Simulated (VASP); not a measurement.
Here is a VASP 6.6.1 calculation.

Contents of POSCAR:

```
GdO
1.0
    2.8018137600      0.0000000000      0.0000000000
    0.0000000000      2.8018137600      0.0000000000
    0.0000000000      0.0000000000      2.8018137600
Gd O
1 1
Direct
    0.0000000000      0.0000000000      0.0000000000
    0.5000000000      0.5000000000      0.5000000000
```

INCAR.step1

```
  PREC = Accurate
  ENCUT = 520
  ISMEAR = -1
  SIGMA = 0.05
  LREAL = False
  LASPH = True
  NELM = 150
  ISPIN = 2
  MAGMOM = 7 0
  LMAXMIX = 6
  LDAU = True
  LDAUTYPE = 2
  LDAUL = 3 -1
  LDAUU = 6 0
  LDAUJ = 0 0
  NBANDS = 23
  GGA = PE
  ALGO = Normal
  EDIFF = 1E-4
  LWAVE = True
  LCHARG = False
```

File INCAR.step2:

```
  PREC = Accurate
  ENCUT = 520
  EDIFF = 1E-6
  ISMEAR = -1
  SIGMA = 0.05
  LREAL = False
  LASPH = True
  NELM = 150
  ALGO = Normal
  ISIF = 2
  LWAVE = False
  LCHARG = False
  ISPIN = 2
  MAGMOM = 7 0
  LORBIT = 11
  LMAXMIX = 6
  LDAU = True
  LDAUTYPE = 2
  LDAUL = 3 -1
  LDAUU = 6 0
  LDAUJ = 0 0
  LDAUPRINT = 1
  METAGGA = R2SCAN
  LMIXTAU = True
  NBANDS = 23
  ISTART = 1
```

Contents of KPOINTS:

```
Automatic mesh
0
Gamma
  9 9 9
```

Potentials or basis: VASP PAW PBE potentials, release 64 (Gd, O).

The run is started by

```bash
$ cat potpaw_PBE.64/Gd/POTCAR potpaw_PBE.64/O/POTCAR > POTCAR
$ cp INCAR.step1 INCAR
$ mpirun -np 1 vasp_std > vasp.out
$ cp INCAR.step2 INCAR
$ mpirun -np 1 vasp_std > vasp.out
```

Task: Predict the site moments.

Result: Gd +7.18; O -0.05 μB.

Task: Predict the net moment.

Result: 7.61 μB per cell.

Task: Estimate the pressure.

Result: 52.9 GPa.

Eigenvalues of the final occupation matrices:
| site | spin | trace | eigenvalues |
| --- | --- | --- | --- |
| site 1 f | 1 | 6.96 | 0.99 0.99 0.99 0.99 0.99 0.99 1.00 |
| site 1 f | 2 | 0.05 | 0.00 0.00 0.00 0.01 0.01 0.01 0.02 |

Caveat: the PAW data sets were made with another functional, which shifts forces and pressure a little; spin-orbit coupling is left out, which moves the levels of the heavy elements; a cell with one magnetic atom can't hold antiferromagnetic order, which such compounds often take. The state reached can hang on the start; a lower one may exist.
